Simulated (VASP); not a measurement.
# Cu (I4/mmm) in VASP: notebook

The runs below take Cu through electric field gradients, with PBEsol.

Everything below comes from runs of VASP 6.6.1. Logs are shortened: lines on timing, memory, paths and dates and some standing lists are left out, and cuts for length are marked.

## Step 1: The cell of the first run

The structure is tetragonal, space group I4/mmm (No. 139). Conventional cell: a = 2.556 Å, b = 2.556 Å, c = 3.507 Å, α = 90.00°, β = 90.00°, γ = 90.00°. Within 3.3 Å of Cu (site symmetry 4/mmm) lie 12 Cu at 2.52 to 2.56 Å.

## Step 2: Electric field gradients, PBEsol (zz strain of -3 %)

INCAR

```
PREC = Accurate ; ENCUT = 520
EDIFF = 1E-8 ; ISMEAR = -1
SIGMA = 0.08 ; LREAL = F
LASPH = T ; NELM = 80
ALGO = Normal ; ISIF = 2
LWAVE = F ; LCHARG = F
GGA = PS ; LEFG = T
NBANDS = 12
```

KPOINTS

```
regular mesh
0
Gamma
  19 19 19
```

POSCAR

```
Cu
1.0
    0.0000000000      1.8075000000      1.7532750000
    1.8075000000      0.0000000000      1.7532750000
    1.8075000000      1.8075000000      0.0000000000
Cu
1
Direct
    0.0000000000      0.0000000000      0.0000000000
```

Potentials or basis: VASP PAW PBE potentials, release 64 (Cu).

Started as:

```console
$ cat potpaw_PBE.64/Cu/POTCAR > POTCAR
$ mpirun -np 1 vasp_std > vasp.out
```

OUTCAR:

```text
PREC = Accurate
   ENCUT = 520
   EDIFF = 1E-8
   ISMEAR = -1
   LREAL = F
   LASPH = T
   NELM = 80
   ISIF = 2
   GGA = PS

 ion  position               nearest neighbor table
   1  0.000  0.000  0.000-

  LATTYP: Found a body centered tetragonal cell.
 ALAT       =     2.5561910140
 C/A-ratio  =     1.3717871555

  Lattice vectors:

 A1 = (   0.0000000000,  -1.8075000000,  -1.7532750000)
 A2 = (   0.0000000000,   1.8075000000,  -1.7532750000)
 A3 = (   1.8075000000,   0.0000000000,   1.7532750000)

Analysis of symmetry for initial positions (statically):
=====================================================================
 Subroutine PRICEL returns:
 Original cell was already a primitive cell.

 Routine SETGRP: Setting up the symmetry group for a
 body centered tetragonal supercell.

 Subroutine GETGRP returns: Found 16 space group operations
 (whereof 16 operations were pure point group operations)
 out of a pool of 16 trial point group operations.

The static configuration has the point symmetry D_4h.

Analysis of symmetry for dynamics (positions and initial velocities):
=====================================================================
 Subroutine PRICEL returns:
 Original cell was already a primitive cell.

 Routine SETGRP: Setting up the symmetry group for a
 body centered tetragonal supercell.

 Subroutine GETGRP returns: Found 16 space group operations
 (whereof 16 operations were pure point group operations)
 out of a pool of 16 trial point group operations.

The dynamic configuration has the point symmetry D_4h.

 Subroutine INISYM returns: Found 16 space group operations
 (whereof 16 operations are pure point group operations),
 and found     1 'primitive' translations

----------------------------------------------------------------------------------------

                                     Primitive cell

  volume of cell :      11.4561

  direct lattice vectors                    reciprocal lattice vectors
     0.000000000  1.807500000  1.753275000    -0.276625173  0.276625173  0.285180591
     1.807500000  0.000000000  1.753275000     0.276625173 -0.276625173  0.285180591
     1.807500000  1.807500000  0.000000000     0.276625173  0.276625173 -0.285180591

  length of vectors
[... 116 lines left out ...]

 number of electron      11.0000008 magnetization

 Free energy of the ion-electron system (eV)
  ---------------------------------------------------
  ext. energy  EPLUGINS =         0.00000000
  ---------------------------------------------------
  free energy    TOTEN  =        -4.30937192 eV

  energy without entropy =       -4.30261039  energy(sigma->0) =       -4.30599115

 E-fermi :   7.8146     XC(G=0): -13.0871

 val. band max:        7.7999553899   @ k =  -0.2632   0.2632   0.0526
 cond. band min:       7.8403719832   @ k =  -0.3684   0.0526   0.1579
 fundamental gap:      0.0404165933
 Fermi energy:         7.8145563623

 k-point     1 :       0.0000    0.0000    0.0000
  band No.  band energies     occupation
      1      -1.8416      2.00000
      2       4.6068      2.00000
      3       4.6068      2.00000
      4       4.7583      2.00000
      5       5.4486      2.00000
      6       5.6002      2.00000
      7      30.6275      0.00000
      8      33.4194      0.00000
      9      33.4194      0.00000
     10      33.5706      0.00000
     11      35.9160      0.00000
     12      36.0080      0.00000
[... 331 lines left out ...]
 k-point    24 :      -0.2632    0.0526    0.0000
  band No.  band energies     occupation
      1       0.8640      2.00000
      2       4.3674      2.00000
      3       4.7600      2.00000
      4       4.8560      2.00000
      5       5.5687      2.00000
      6       5.8451      2.00000
      7      19.1161      0.00000
      8      28.4349      0.00000
      9      30.9587      0.00000
     10      32.2550      0.00000
     11      34.1023      0.00000
     12      35.8969      0.00000

 [... further k-points ...]
[... 5 lines left out ...]
  --------------------------------------------------------------------------------------
  -------------------------------------------------------------------------------------
  Total       -0.1296731     -0.1296731     -0.0337675      0.0000000      0.0000000      0.0000000
  in kB      -18.1352667    -18.1352667     -4.7225158      0.0000000      0.0000000      0.0000000
  external PRESSURE =     -13.6643497 kB  Pullay stress =       0.0000000 kB

 VOLUME and BASIS-vectors are now :
 -----------------------------------------------------------------------------
  energy-cutoff  :      520.00
  volume of cell :       11.46
      direct lattice vectors                 reciprocal lattice vectors
     0.000000000  1.807500000  1.753275000    -0.276625173  0.276625173  0.285180591
     1.807500000  0.000000000  1.753275000     0.276625173 -0.276625173  0.285180591
     1.807500000  1.807500000  0.000000000     0.276625173  0.276625173 -0.285180591

 POSITION                                       TOTAL-FORCE (eV/Angst)
 -----------------------------------------------------------------------------------
      0.00000      0.00000      0.00000        -0.000000     -0.000000      0.000000
 -----------------------------------------------------------------------------------
    total drift:                                0.000000      0.000000      0.000000

  FREE ENERGIE OF THE ION-ELECTRON SYSTEM (eV)
  ---------------------------------------------------
  free  energy   TOTEN  =        -4.3093719163 eV

  energy  without entropy=       -4.3026103909  energy(sigma->0) =       -4.30599115

 Electric field gradients (V/A^2)
---------------------------------------------------------------------
 ion       V_xx      V_yy      V_zz      V_xy      V_xz      V_yz
---------------------------------------------------------------------
   1       0.092     0.092    -0.184     0.001     0.003     0.003
---------------------------------------------------------------------

 Electric field gradients after diagonalization (V/A^2)
 (convention: |V_zz| > |V_xx| > |V_yy|)
----------------------------------------------------------------------
 ion       V_xx      V_yy      V_zz     asymmetry (V_yy - V_xx)/ V_zz
----------------------------------------------------------------------
   1       0.093     0.091    -0.184       0.007
----------------------------------------------------------------------

           NMR quadrupolar parameters

 Cq : quadrupolar parameter    Cq=e*Q*V_zz/h
 eta: asymmetry parameters     (V_yy - V_xx)/ V_zz
 Q  : nuclear electric quadrupole moment in mb (millibarn)
----------------------------------------------------------------------
 ion       Cq(MHz)       eta       Q (mb)
----------------------------------------------------------------------
   1      -0.000       0.007       1.000
----------------------------------------------------------------------
```

stdout:

```text
POSCAR found type information on POSCAR Cu
 POSCAR found :  1 types and       1 ions
 scaLAPACK will be used
 -----------------------------------------------------------------------------
|                                                                             |
|                                                                             |
|     You enforced a specific xc type in the INCAR file but a different       |
|     I HOPE YOU KNOW WHAT YOU ARE DOING!                                     |
|                                                                             |
 -----------------------------------------------------------------------------

 LDA part: xc-table for (Slater+PW92), standard interpolation
 POSCAR, INCAR and KPOINTS ok, starting setup
 FFT: planning ... GRIDC
 FFT: planning ... GRID_SOFT
 FFT: planning ... GRID
 WAVECAR not read
 entering main loop
ion   1
```

Run time: 58 s. Hardware: 1 thread of Intel Xeon Platinum 8488C (Sapphire Rapids), shared host; peak memory 0.18 GiB.

What came out:

```yaml
Free_energy: -4.3094 eV
Pressure: -1.4 GPa
```

Stress tensor (GPa, compression positive):
```
-1.81  0.00  0.00
 0.00 -1.81  0.00
 0.00  0.00 -0.47
```

Levels at points of the mesh, in eV from the Fermi level:
```csv
k point,band 4,band 5,band 6,band 7,band 8,band 9
"(0.00, 0.00, 0.00)",-3.06,-2.37,-2.21,22.81,25.60,25.60
```

Caveat: the cell differs from its parent crystal (zz strain of -3 %); without QUAD_EFG the Cq values of the log hold for a quadrupole moment of 1 mb, not for the nuclei; the PAW data sets were made with another functional, which shifts forces and pressure a little.

## Step 3: Electric field gradients, PBEsol (zz strain of -3 %)

INCAR

```
SYSTEM = Cu
  ALGO = Normal
  EDIFF = 1E-8
  ENCUT = 520
  GGA = PS
  ISIF = 2
  ISMEAR = -1
  LASPH = .TRUE.
  LCHARG = .FALSE.
  LEFG = .TRUE.
  LREAL = .FALSE.
  LWAVE = .FALSE.
  NBANDS = 12
  NELM = 60
  PREC = Accurate
  SIGMA = 0.08
```

KPOINTS

```
k-points
0
G
  19 19 19
  0 0 0
```

POSCAR is that of step 2.

Potentials or basis: VASP PAW PBE potentials, release 64 (Cu).

Started as:

```console
$ cat potpaw_PBE.64/Cu/POTCAR > POTCAR
$ mpirun -np 1 vasp_std > vasp.out
```

OUTCAR:

```text
SYSTEM = Cu
   EDIFF = 1E-8
   ENCUT = 520
   GGA = PS
   ISIF = 2
   ISMEAR = -1
   LASPH = .TRUE.
   LREAL = .FALSE.
   NELM = 60
   PREC = Accurate

 ion  position               nearest neighbor table
   1  0.000  0.000  0.000-

  LATTYP: Found a body centered tetragonal cell.
 ALAT       =     2.5561910140
 C/A-ratio  =     1.3717871555

  Lattice vectors:

 A1 = (   0.0000000000,  -1.8075000000,  -1.7532750000)
 A2 = (   0.0000000000,   1.8075000000,  -1.7532750000)
 A3 = (   1.8075000000,   0.0000000000,   1.7532750000)

Analysis of symmetry for initial positions (statically):
=====================================================================
 Subroutine PRICEL returns:
 Original cell was already a primitive cell.

 Routine SETGRP: Setting up the symmetry group for a
 body centered tetragonal supercell.

 Subroutine GETGRP returns: Found 16 space group operations
 (whereof 16 operations were pure point group operations)
 out of a pool of 16 trial point group operations.

The static configuration has the point symmetry D_4h.

Analysis of symmetry for dynamics (positions and initial velocities):
=====================================================================
 Subroutine PRICEL returns:
 Original cell was already a primitive cell.

 Routine SETGRP: Setting up the symmetry group for a
 body centered tetragonal supercell.

 Subroutine GETGRP returns: Found 16 space group operations
 (whereof 16 operations were pure point group operations)
 out of a pool of 16 trial point group operations.

The dynamic configuration has the point symmetry D_4h.

 Subroutine INISYM returns: Found 16 space group operations
 (whereof 16 operations are pure point group operations),
 and found     1 'primitive' translations

----------------------------------------------------------------------------------------

                                     Primitive cell

  volume of cell :      11.4561

  direct lattice vectors                    reciprocal lattice vectors
     0.000000000  1.807500000  1.753275000    -0.276625173  0.276625173  0.285180591
     1.807500000  0.000000000  1.753275000     0.276625173 -0.276625173  0.285180591
     1.807500000  1.807500000  0.000000000     0.276625173  0.276625173 -0.285180591

  length of vectors
     2.518140083  2.518140083  2.556191014     0.484118727  0.484118727  0.484118727

  position of ions in fractional coordinates (direct lattice)
     0.000000000  0.000000000  0.000000000

  ion indices of the primitive-cell ions
   primitive index   ion index
                 1           1

----------------------------------------------------------------------------------------

 KPOINTS: k-points

Automatic generation of k-mesh.
 Grid dimensions read from file:
 generate k-points for:   19   19   19

 Generating k-lattice:

  Cartesian coordinates                     Fractional coordinates (reciprocal lattice)
    -0.014559220  0.014559220  0.015009505     0.052631579  0.000000000  0.000000000
     0.014559220 -0.014559220  0.015009505     0.000000000  0.052631579  0.000000000
     0.014559220  0.014559220 -0.015009505     0.000000000  0.000000000  0.052631579
[... 67 lines left out ...]
   PSTRESS=    0.0 pullay stress
   NELECT =      11.0000    total number of electrons
   NUPDOWN=      -1.0000    fix difference up-down
   EMIN   =  10.00;   EMAX   =-10.00  energy-range for DOS
   EFERMI =   0.00;   METHOD = LEGACY
   ISMEAR =    -1;   SIGMA  =   0.08  broadening in eV -4-tet -1-fermi 0-gaus
   EFERMI_NEDOS =   21; number of points for ismear=-14 and -15
   IALGO  =     38    algorithm
   IMIX   =      4    mixing-type and parameters
     AMIX     =   0.40;   BMIX     =  1.00
     AMIX_MAG =   1.60;   BMIX_MAG =  1.00
  volume/ion in A,a.u.               =      11.46        77.31
  Fermi-wavevector in a.u.,A,eV,Ry     =   1.615078  3.052055 35.490485  2.608477
  Thomas-Fermi vector in A             =   2.709884
   LORBIT       =      0    0 simple, 1 ext, 2 COOP (PROOUT), +10 PAW based schemes
   GGA     = PS    functional components
   LHFCALC =     F    Hartree Fock is set to
   AEXX    =    0.0000 exact exchange contribution
   IVDW    =     0    specifies the selected vdW correction
   LEPSILON=     F    determine dielectric tensor
   LRPA    =     F    only Hartree local field effects (RPA)
 non-spin polarized calculation
  energy-cutoff  :      520.00
  volume of cell :       11.46
 maximum number of plane-waves:       323
   NGX =  9   NGY =  9   NGZ =  9

 number of electron      11.0000008 magnetization

 Free energy of the ion-electron system (eV)
  ---------------------------------------------------
  ext. energy  EPLUGINS =         0.00000000
  ---------------------------------------------------
  free energy    TOTEN  =        -4.30937192 eV

  energy without entropy =       -4.30261039  energy(sigma->0) =       -4.30599115

 E-fermi :   7.8146     XC(G=0): -13.0871

 val. band max:        7.7999553899   @ k =  -0.2632   0.2632   0.0526
 cond. band min:       7.8403719832   @ k =  -0.3684   0.0526   0.1579
 fundamental gap:      0.0404165933
 Fermi energy:         7.8145563623

 k-point     1 :       0.0000    0.0000    0.0000
  band No.  band energies     occupation
      1      -1.8416      2.00000
      2       4.6068      2.00000
      3       4.6068      2.00000
      4       4.7583      2.00000
      5       5.4486      2.00000
      6       5.6002      2.00000
      7      30.6275      0.00000
      8      33.4194      0.00000
      9      33.4194      0.00000
     10      33.5706      0.00000
     11      35.9160      0.00000
     12      36.0080      0.00000
[... 331 lines left out ...]
 k-point    24 :      -0.2632    0.0526    0.0000
  band No.  band energies     occupation
      1       0.8640      2.00000
      2       4.3674      2.00000
      3       4.7600      2.00000
      4       4.8560      2.00000
      5       5.5687      2.00000
      6       5.8451      2.00000
      7      19.1161      0.00000
      8      28.4349      0.00000
      9      30.9587      0.00000
     10      32.2550      0.00000
     11      34.1023      0.00000
     12      35.8969      0.00000

 [... further k-points ...]
[... 5 lines left out ...]
  --------------------------------------------------------------------------------------
  -------------------------------------------------------------------------------------
  Total       -0.1296731     -0.1296731     -0.0337675      0.0000000      0.0000000      0.0000000
  in kB      -18.1352667    -18.1352667     -4.7225158      0.0000000      0.0000000      0.0000000
  external PRESSURE =     -13.6643497 kB  Pullay stress =       0.0000000 kB

 VOLUME and BASIS-vectors are now :
 -----------------------------------------------------------------------------
  energy-cutoff  :      520.00
  volume of cell :       11.46
      direct lattice vectors                 reciprocal lattice vectors
     0.000000000  1.807500000  1.753275000    -0.276625173  0.276625173  0.285180591
     1.807500000  0.000000000  1.753275000     0.276625173 -0.276625173  0.285180591
     1.807500000  1.807500000  0.000000000     0.276625173  0.276625173 -0.285180591

 POSITION                                       TOTAL-FORCE (eV/Angst)
 -----------------------------------------------------------------------------------
      0.00000      0.00000      0.00000        -0.000000     -0.000000      0.000000
 -----------------------------------------------------------------------------------
    total drift:                                0.000000      0.000000      0.000000

  FREE ENERGIE OF THE ION-ELECTRON SYSTEM (eV)
  ---------------------------------------------------
  free  energy   TOTEN  =        -4.3093719163 eV

  energy  without entropy=       -4.3026103909  energy(sigma->0) =       -4.30599115

 Electric field gradients (V/A^2)
---------------------------------------------------------------------
 ion       V_xx      V_yy      V_zz      V_xy      V_xz      V_yz
---------------------------------------------------------------------
   1       0.092     0.092    -0.184     0.001     0.003     0.003
---------------------------------------------------------------------

 Electric field gradients after diagonalization (V/A^2)
 (convention: |V_zz| > |V_xx| > |V_yy|)
----------------------------------------------------------------------
 ion       V_xx      V_yy      V_zz     asymmetry (V_yy - V_xx)/ V_zz
----------------------------------------------------------------------
   1       0.093     0.091    -0.184       0.007
----------------------------------------------------------------------

           NMR quadrupolar parameters

 Cq : quadrupolar parameter    Cq=e*Q*V_zz/h
 eta: asymmetry parameters     (V_yy - V_xx)/ V_zz
 Q  : nuclear electric quadrupole moment in mb (millibarn)
----------------------------------------------------------------------
 ion       Cq(MHz)       eta       Q (mb)
----------------------------------------------------------------------
   1      -0.000       0.007       1.000
----------------------------------------------------------------------
```

OSZICAR:

```text
N       E                     dE             d eps       ncg     rms          rms(c)
DAV:   1     0.413571949483E+02    0.41357E+02   -0.53986E+03 14772   0.155E+03
DAV:   2    -0.410680620145E+01   -0.45464E+02   -0.41903E+02 13580   0.205E+02
DAV:   3    -0.539943403516E+01   -0.12926E+01   -0.12832E+01 15284   0.394E+01
DAV:   4    -0.540708939950E+01   -0.76554E-02   -0.76543E-02 14932   0.268E+00
DAV:   5    -0.540715603548E+01   -0.66636E-04   -0.66635E-04 15576   0.256E-01    0.842E+00
DAV:   6    -0.474888754289E+01    0.65827E+00   -0.17175E+01 15656   0.791E+01    0.421E+00
DAV:   7    -0.432404692470E+01    0.42484E+00   -0.26215E+00 15704   0.307E+01    0.592E-01
DAV:   8    -0.431109987730E+01    0.12947E-01   -0.52912E-03 15220   0.109E+00    0.309E-01
DAV:   9    -0.430936323823E+01    0.17366E-02   -0.93844E-03 16340   0.165E+00    0.215E-02
DAV:  10    -0.430937087318E+01   -0.76349E-05   -0.29744E-05 18744   0.864E-02    0.603E-03
DAV:  11    -0.430937187216E+01   -0.99898E-06   -0.51353E-07 16456   0.129E-02    0.325E-04
DAV:  12    -0.430937188246E+01   -0.10302E-07   -0.92158E-09 10324   0.144E-03    0.809E-05
DAV:  13    -0.430937191462E+01   -0.32155E-07   -0.13998E-09  9272   0.500E-04    0.868E-06
DAV:  14    -0.430937191634E+01   -0.17237E-08   -0.18851E-10  7700   0.196E-04
   1 F= -.43093719E+01 E0= -.43059912E+01  d E =-.676153E-02
```

Run time: 54 s. Hardware: 1 thread of Intel Xeon Platinum 8488C (Sapphire Rapids), shared host; peak memory 0.18 GiB.

What came out:

* Free energy: -4.3094 eV
* Pressure: -1.4 GPa

Stress tensor (GPa, compression positive):
```
-1.81  0.00  0.00
 0.00 -1.81  0.00
 0.00  0.00 -0.47
```

Caveat: the cell differs from its parent crystal (zz strain of -3 %); without QUAD_EFG the Cq values of the log hold for a quadrupole moment of 1 mb, not for the nuclei; the PAW data sets were made with another functional, which shifts forces and pressure a little.

(Continued in part 2 of 2.)
